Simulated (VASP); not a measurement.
A run of VASP 6.6.1:

Contents of INCAR:

```
PREC = Accurate
ENCUT = 520
EDIFF = 1E-6
ISMEAR = -1
SIGMA = 0.293
LREAL = Auto
LASPH = True
NELM = 100
ALGO = Normal
ISIF = 2
LWAVE = False
LCHARG = False
GGA = PE
NBANDS = 87
ISYM = 0
```

File KPOINTS:

```
Automatic mesh
0
Gamma
  1 1 1
```

Contents of POSCAR:

```
TiO2
1.0
    5.9678230000     -0.0646880000     -0.1248110000
   -0.0646880000      6.0763150000     -0.0548890000
   -0.1248110000     -0.0548890000      5.9604060000
Ti O
6 12
Direct
   -0.0917785562      0.2006370034      0.9655961005
    0.5892375797      0.8661894930      0.5997669633
    1.0862371424      0.7202308642      0.7606277317
    0.7081732304      0.5365690454      0.2246029125
    0.0531428247      0.0967290523      0.4054271085
    0.4269221347      0.0054408274      0.0797508123
   -0.1055162028      0.8827696121      0.4891666370
    0.5107126699      0.3102012028      0.1289191026
    0.1051139679      0.2160501193      0.6933259504
   -0.1066324432      0.3109792457      0.2180162623
    0.6450113284      0.8441686316      0.2008786114
    0.1695100986      0.5185033897      0.5863771457
    0.6498077660      1.0552472476      0.8362315626
    1.0568162796     -0.0479414197      0.0525333073
    0.6513000279      0.5865375505      0.5032997530
    0.3766509192      1.0643457757      0.4189984798
    0.4263468926      0.7554209647      0.8822389084
    0.8621290038      0.5876901294     -0.1104966832
```

Potentials or basis: VASP PAW PBE potentials, release 64 (Ti_sv, O).

The run is started by

```bash
$ cat potpaw_PBE.64/Ti_sv/POTCAR potpaw_PBE.64/O/POTCAR > POTCAR
$ mpirun -np 1 vasp_gam > vasp.out
```

Hardware: 1 thread of Intel(R) Xeon(R) Platinum 8488C (Sapphire Rapids), on a shared host.

Problem. How long does it take, and how much memory?

Solution. Wall time 110 s on 1 thread of Intel(R) Xeon(R) Platinum 8488C (Sapphire Rapids), on a shared host, peak memory 0.3 GiB. Counts: scf iterations 25, k points 1.
